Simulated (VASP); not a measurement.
Write the native input for VASP 6.6.1 that does the following.

```
Task                   : single point
Functional             : PBE
Potentials or basis    : VASP PAW PBE potentials, release 64 (Ti_sv, B)
Cutoff                 : 520 eV
k mesh                 : 18 × 18 × 14
Occupations            : gaussian, width 0.1 eV
Spin                   : no spin polarisation
Dipole correction      : no
Further INCAR settings : ALGO = Normal; EDIFF = 1e-06; NBANDS = 16
```

The structure of TiB2 lies in POSCAR:

```
TiB2
1.0
    3.0577351718      0.0000000000      0.0000000000
   -1.5288675859      2.6480763368      0.0000000000
    0.0000000000      0.0000000000      3.2648706704
Ti B
1 2
Direct
    0.0000000000      0.0000000000      0.0000000000
    0.3333333333      0.6666666667      0.5000000000
    0.6666666667      0.3333333333      0.5000000000
```

One way to write it, as run:

INCAR

```
PREC = Accurate
ENCUT = 520
EDIFF = 1E-6
ISMEAR = 0
SIGMA = 0.1
LREAL = F
LASPH = T
NELM = 80
ALGO = Normal
ISIF = 2
LWAVE = F
LCHARG = T
GGA = PE
LELF = T
LVHAR = T
NBANDS = 16
```

KPOINTS

```
Automatic mesh
0
Gamma
  18 18 14
```

Potentials or basis: VASP PAW PBE potentials, release 64 (Ti_sv, B).

Command:

```sh
$ cat potpaw_PBE.64/Ti_sv/POTCAR potpaw_PBE.64/B/POTCAR > POTCAR
$ mpirun -np 1 vasp_std > vasp.out
```

It gave:

```yaml
Pressure: -6.7 GPa
Band_gap_on_the_k_mesh: zero (bands 9 and 10 overlap by 0.61 eV)
```

Caveat: the cell stands under tension.

It took 55 s on 1 thread of Intel(R) Xeon(R) Platinum 8488C (Sapphire Rapids), on a shared host, peak memory 0.23 GiB.
